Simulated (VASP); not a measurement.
Runs of VASP 6.6.1 on GaP. The structure is that of space group I-4m2 (No. 119), or close to it. The cells are those of the table. 

```tsv
cell	gap on the mesh (eV)	pressure (GPa)
a = 4.020, b = 3.856 Å, angles 61.3, 57.3, 61.3°, 2 atoms	(a)	-3.6
a = 3.961, b = 4.066 Å, angles 59.1, 61.7, 59.1°, 2 atoms	0.78	-5.0
a = 3.947, b = 4.102 Å, angles 58.7, 62.6, 58.7°, 2 atoms	0.68	-5.0
a = 4.054, b = 3.888 Å, angles 61.3, 57.3, 61.3°, 2 atoms	(b)	-5.0
a = 3.928, b = 4.032 Å, angles 59.1, 61.7, 59.1°, 2 atoms	0.97	-3.6
```

Alike in all rows: task single point; level PBE; potentials or basis VASP PAW PBE potentials, release 64 (Ga_d, P); no spin polarisation; k mesh 10 × 10 × 10; cutoff (eV) 520; smearing gaussian 0.05 eV.

Q: Estimate the missing entries.

A: (a) 0.95; (b) 0.75.

Caveats: the cell stands under tension.

A k mesh can miss the band edges, and the runs leave out spin-orbit coupling on Ga.
